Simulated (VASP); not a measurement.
Crystal: TiC.

```
Ti C
1.0
     0.00000    2.15930    2.15930
     2.15930    0.00000    2.15930
     2.15930    2.15930    0.00000
Ti C
1 1
Direct
  0.00000 0.00000 0.00000
  0.50000 0.50000 0.50000
```

| Item | Value |
| --- | --- |
| Program | VASP 6.6.1 |
| Task | relaxation of cell and atoms |
| Functional | PBEsol |
| Potentials or basis | VASP PAW PBE potentials, release 64 (Ti_sv, C) |
| Cutoff | 600 eV |
| k mesh | 18 × 18 × 18 |
| Occupations | fermi-dirac, width 0.05 eV |
| Spin | no spin polarisation |

At the start: pressure -4.4 GPa; volume 10.07 Å³/atom.

Q: Where does the relaxation end?

A: Over 3 steps the energy falls by 2.4 meV/atom and the volume is 9.90 Å³/atom (-1.7 %); space group Fm-3m (No. 225, to 0.1 Å) before and after.

Step by step:
| step | energy change (eV) | largest force (eV/Å) | pressure (GPa) | volume (Å³) |
| --- | --- | --- | --- | --- |
| 1 | 0.0000 | 0.0000 | -4.38 | 20.14 |
| 2 | 0.0041 | 0.0000 | 6.39 | 19.34 |
| 3 | -0.0047 | 0.0000 | -0.02 | 19.80 |

Final structure:
```yaml
crystal:
  lattice:
    - [0.00000, 2.14713, 2.14713]
    - [2.14713, 0.00000, 2.14713]
    - [2.14713, 2.14713, 0.00000]
  atoms:
    - { symbol: Ti, position: [0.00000, 0.00000, 0.00000] }
    - { symbol: C, position: [0.50000, 0.50000, 0.50000] }
```

Caveat: the PAW data sets were made with another functional, which shifts forces and pressure a little.
